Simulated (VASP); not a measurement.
Write the native input for VASP 6.6.1 that does the following.

| Item | Value |
| --- | --- |
| Task | single point |
| Functional | PBE |
| Potentials or basis | VASP PAW PBE potentials, release 64 (Ti_sv, Al) |
| Cutoff | 520 eV |
| k mesh | 12 × 12 × 12 |
| Occupations | gaussian, width 0.1 eV |
| Spin | collinear spin |
| Starting moments | [0.31, 0.31, 1.16, 0.0] μB |
| Dipole correction | no |
| Further INCAR settings | ALGO = Normal; EDIFF = 1e-07; NBANDS = 32 |

The structure of Ti3Al lies in POSCAR:

```
Ti3Al
1.0
    0.0000000000      3.2306092806      3.2306092806
    3.2306092806      0.0000000000      3.2306092806
    3.2306092806      3.2306092806      0.0000000000
Ti Al
3 1
Direct
    0.7500000000      0.7500000000      0.7500000000
    0.2500000000      0.2500000000      0.2500000000
    0.0000000000      0.0000000000      0.0000000000
    0.5000000000      0.5000000000      0.5000000000
```

These files were run (other wordings do the same):

INCAR

```
SYSTEM = Ti3Al
  PREC = Accurate
  ENCUT = 520
  EDIFF = 1E-7
  ISMEAR = 0
  SIGMA = 0.1
  LREAL = .False.
  LASPH = .True.
  NELM = 150
  ALGO = Normal
  ISIF = 2
  LWAVE = .False.
  LCHARG = .False.
  ISPIN = 2
  MAGMOM = 0.31 0.31 1.16 0
  LORBIT = 11
  LMAXMIX = 4
  GGA = PE
  NBANDS = 32
```

KPOINTS

```
regular mesh
0
Gamma
  12 12 12
  0 0 0
```

Potentials or basis: VASP PAW PBE potentials, release 64 (Ti_sv, Al).

The run is started by

```console
$ cat potpaw_PBE.64/Ti_sv/POTCAR potpaw_PBE.64/Al/POTCAR > POTCAR
$ mpirun -np 1 vasp_std > vasp.out
```

It gave:

The pressure is -0.1 GPa, the net moment is 1.96 μB per cell and the site moments are Ti +0.24, +1.02 (each value once); Al -0.02 μB. The valence electrons inside the program's atomic spheres are Ti 10.24, 10.32 (each value once); Al 0.82.

Run time: 2.8 min on 1 thread of Intel(R) Xeon(R) 6975P-C (Granite Rapids), on a shared host, peak memory 0.38 GiB.
